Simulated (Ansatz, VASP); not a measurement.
Hf3Ta in VASP and in Ansatz

```
Hf Ta
1.0
     3.20323    0.00000    0.00000
    -1.60161    2.77408    0.00000
     0.00000    0.00000   23.60940
Hf Ta
3 1
Direct
  0.83333 0.16667 0.34330
  0.83333 0.16667 0.55646
  0.16667 0.83333 0.65670
  0.16667 0.83333 0.44354
```

Alike in both runs: task single point; functional PBE; k mesh 12 × 12 × 1; occupations fermi-dirac, width 0.1 eV; no spin polarisation.

|  | VASP | Ansatz |
| --- | --- | --- |
| version | VASP 6.6.1 | Ansatz 0.2.0 |
| potentials or method | VASP PAW PBE potentials, release 64 (Hf_pv, Ta_pv), cutoff 520 eV | all-electron LAPW, scalar-relativistic |

Ansatz gave:

| Property | Result |
| --- | --- |
| rms of the force components (eV/Å) | 0.254 |

Estimate VASP's values.

rms of the force components (eV/Å): 0.251.

Ansatz ran all-electron here, and VASP with PAW potentials.

Neither program's run includes spin-orbit coupling.
